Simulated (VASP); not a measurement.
Write the native input for VASP 6.6.1 that does the following.

```yaml
Task: single point
Functional: BLYP
Dispersion: D4
Potentials_or_basis: VASP PAW PBE potentials, release 64 (Co)
Cutoff: 520 eV
k_mesh: 12 × 12 × 7
Occupations: fermi-dirac, width 0.05 eV
Spin: collinear spin, ferromagnetic start
Starting_moments: "[2.0, 2.0] μB"
Dipole_correction: no
Further_INCAR_settings: ALGO = Normal; EDIFF = 1e-06; NBANDS = 20
```

The structure of Co lies in POSCAR:

```
Co
1.0
    2.5204827983      0.0000000000      0.0000000000
   -1.2602413992      2.1828021331      0.0000000000
    0.0000000000      0.0000000000      4.1000100648
Co
2
Direct
    0.6666666667      0.3333333333      0.7500000000
    0.3333333333      0.6666666667      0.2500000000
```

One way to write it, as run:

INCAR

```
PREC = Accurate
ENCUT = 520
EDIFF = 1E-6
ISMEAR = -1
SIGMA = 0.05
LREAL = F
LASPH = T
NELM = 150
ALGO = Normal
ISIF = 2
LWAVE = F
LCHARG = F
ISPIN = 2
MAGMOM = 2 2
LORBIT = 11
LMAXMIX = 4
GGA = B5
ALDAX = 1.0
AGGAX = 1.0
AGGAC = 1.0
ALDAC = 0.0
IVDW = 13
VDW_S6 = 1.0
VDW_S8 = 2.34076671
VDW_A1 = 0.44488865
VDW_A2 = 4.0933009
NBANDS = 20
```

KPOINTS

```
Automatic mesh
0
Gamma
  12 12 7
```

Potentials or basis: VASP PAW PBE potentials, release 64 (Co).

Command:

```console
$ cat potpaw_PBE.64/Co/POTCAR > POTCAR
$ mpirun -np 1 vasp_std > vasp.out
```

It gave:

```yaml
Pressure: -10.1 GPa
Net_moment: 3.24 μB per cell
Site_moments: Co +1.64 μB
Valence_electrons_inside_the_program's_atomic_spheres: Co 8.23
Dispersion_energy_per_atom: -0.797 eV
```

Caveat: the cell stands under tension; the PAW data sets were made with another functional, which shifts forces and pressure a little.

Run time: 28 s on 1 thread of Intel(R) Xeon(R) 6975P-C (Granite Rapids), with other jobs on the host, peak memory 0.17 GiB.
